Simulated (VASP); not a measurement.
## W: single point with PBEsol

The system is W.

```xyz
4
Lattice="2.8680 0.0000 0.0000 -1.4340 2.4837 0.0000 0.0000 0.0000 10.0790" Properties=species:S:1:pos:R:3 pbc="T T T"
W     0.0000    0.0000   10.0790
W     0.0000    0.0000    5.0395
W     0.0000    1.6558    2.5198
W     1.4340    0.8279    7.5593
```

This cell differs from its parent crystal: volume scaled by 1.12.

| Item | Value |
| --- | --- |
| Program | VASP 6.6.1 |
| Task | single point |
| Functional | PBEsol |
| Potentials or basis | VASP PAW PBE potentials, release 64 (W_sv) |
| Cutoff | 520 eV |
| k mesh | 15 × 15 × 4 |
| Occupations | fermi-dirac, width 0.1 eV |
| Spin | no spin polarisation |
| Dipole correction | no |
| Further INCAR settings | ALGO = Normal; EDIFF = 1e-06; NBANDS = 36 |

```yaml
Pressure: -26.8 GPa
Band_gap_on_the_k_mesh: zero (band 28 reaches 10.33 eV, above the bottom of band 29 at 8.70 eV)
```

Stress tensor (GPa, compression positive):
```
-28.21   0.00   0.00
  0.00 -28.21   0.00
  0.00   0.00 -24.12
```

Levels at points of the mesh, in eV from the Fermi level:
| k point | band 26 | band 27 | band 28 | band 29 | band 30 | band 31 |
| --- | --- | --- | --- | --- | --- | --- |
| (0.00, 0.00, 0.00) | -0.36 | -0.36 | -0.30 | -0.10 | -0.10 | 0.05 |
| (0.00, 0.00, 0.50) | -0.37 | -0.37 | -0.37 | -0.10 | -0.10 | -0.10 |

Run time: 100 s on 1 thread of AMD EPYC 9R45 96-Core Processor (Zen 5) (shared host), peak memory 0.27 GiB.

Caveat: the PAW data sets were made with another functional, which shifts forces and pressure a little; spin-orbit coupling is left out, which moves the levels of the heavy elements.
